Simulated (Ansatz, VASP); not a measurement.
## One calculation of CaSe, two programs

The input POSCAR:

```
CaSe
1.0
    0.0000000000      3.1700240214      3.4495094536
    3.1700240214      0.0000000000      3.4495094536
    3.1700240214      3.1700240214      0.0000000000
Ca Se
1 1
Direct
    0.0000000000      0.0000000000      0.0000000000
    0.2500000000      0.2500000000      0.2500000000
```

Contents of INCAR.step1:

```
SYSTEM = CaSe
PREC = Accurate
ENCUT = 520
ISMEAR = 0
SIGMA = 0.01
LREAL = .FALSE.
LASPH = .TRUE.
NELM = 80
NBANDS = 15
GGA = PE
ALGO = Normal
EDIFF = 1E-4
LWAVE = .TRUE.
LCHARG = .FALSE.
```

INCAR.step2

```
SYSTEM = CaSe
PREC = Accurate
ENCUT = 520
EDIFF = 1E-7
ISMEAR = 0
SIGMA = 0.01
LREAL = .FALSE.
LASPH = .TRUE.
NELM = 80
ALGO = Normal
ISIF = 2
LWAVE = .FALSE.
LCHARG = .TRUE.
METAGGA = R2SCAN
LMIXTAU = .TRUE.
LELF = .TRUE.
LVHAR = .TRUE.
NBANDS = 15
ISTART = 1
```

Contents of KPOINTS:

```
regular mesh
0
G
  6 6 6
  0 0 0
```

Input for Ansatz:

```yaml
crystal:
  lattice:
    - [0.0, 3.1700240214, 3.4495094536]
    - [3.1700240214, 0.0, 3.4495094536]
    - [3.1700240214, 3.1700240214, 0.0]
  atoms:
    - { symbol: Ca, position: [0.0, 0.0, 0.0] }
    - { symbol: Se, position: [0.25, 0.25, 0.25] }
kpoints:
  mp_grid: { grid: [6, 6, 6] }
  band_path:
    path:
      - [0.0, 0.0, 0.0]
      - [-0.5, -0.5, 0.0]
      - [-0.375, -0.375, 0.25]
      - [-0.375, 0.0, 0.375]
      - [0.0, 0.0, 0.5]
      - [-0.5, -0.25, 0.25]
      - [-0.2625, 0.0, 0.2625]
    npoints: 1
hamiltonian:
  xc: r2scan
scf:
  occupations: { method: fixed }
  n_extra_bands: 4
output:
  forces: true
  stress: true
  eigenvalues: true
```

Change from the starting cell: epitaxial_xy strain -3.3%.

Alike in both runs: task single point; functional r2SCAN; k mesh 6 × 6 × 6; no spin polarisation.

|  | VASP | Ansatz |
| --- | --- | --- |
| version | VASP 6.6.1 | Ansatz 0.2.0 |
| potentials or method | VASP PAW PBE potentials, release 64 (Ca_sv, Se) | plane waves, PAW |
| plane-wave cutoff (eV) | 520 | 500 |
| occupations | gaussian, width 0.01 eV | fixed |
| valence electrons in the cell | 16 | 26 |

Ansatz gave:

- gap on the k mesh at the Fermi level (eV): 3.58
- pressure (GPa): 0.5
- traceless stress, the component that is largest in VASP (GPa): -0.47

Problem. Which values does VASP return?

Solution. gap on the k mesh at the Fermi level (eV): 3.57; pressure (GPa): 0.7; traceless stress, the component that is largest in VASP (GPa): -0.44.

VASP's potentials were made for PBE, not for r2SCAN. VASP's potentials hold 16 valence electrons a cell and Ansatz's 26, so a difference there can come from the potentials and not from the codes.
